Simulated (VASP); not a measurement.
A run of VASP 6.6.1 is set up as follows.

Contents of INCAR:

```
ALGO = Normal
EDIFF = 1E-6
ENCUT = 520
GGA = PE
ISIF = 2
ISMEAR = -1
LASPH = True
LCHARG = True
LELF = True
LREAL = False
LVHAR = True
LWAVE = False
NBANDS = 17
NELM = 100
PREC = Accurate
SIGMA = 0.05
```

The input KPOINTS:

```
k-points
0
Gamma
  13 13 13
```

File POSCAR:

```
BiP
1.0
    0.0000000000      3.2519146124      3.2519146124
    3.2519146124      0.0000000000      3.2519146124
    3.2519146124      3.2519146124      0.0000000000
Bi P
1 1
Direct
    0.0000000000      0.0000000000      0.0000000000
    0.2500000000      0.2500000000      0.2500000000
```

Potentials or basis: VASP PAW PBE potentials, release 64 (Bi_d, P).

The run is started by

```sh
$ cat potpaw_PBE.64/Bi_d/POTCAR potpaw_PBE.64/P/POTCAR > POTCAR
$ mpirun -np 1 vasp_std > vasp.out
```

(1) What does it give for the band gap on the k mesh?

(2) Estimate the pressure.

Results:

(1) zero (band 10 reaches 4.48 eV, above the bottom of band 11 at 3.85 eV).

(2) -0.1 GPa.

Caveat: spin-orbit coupling is left out, which moves the levels of the heavy elements.
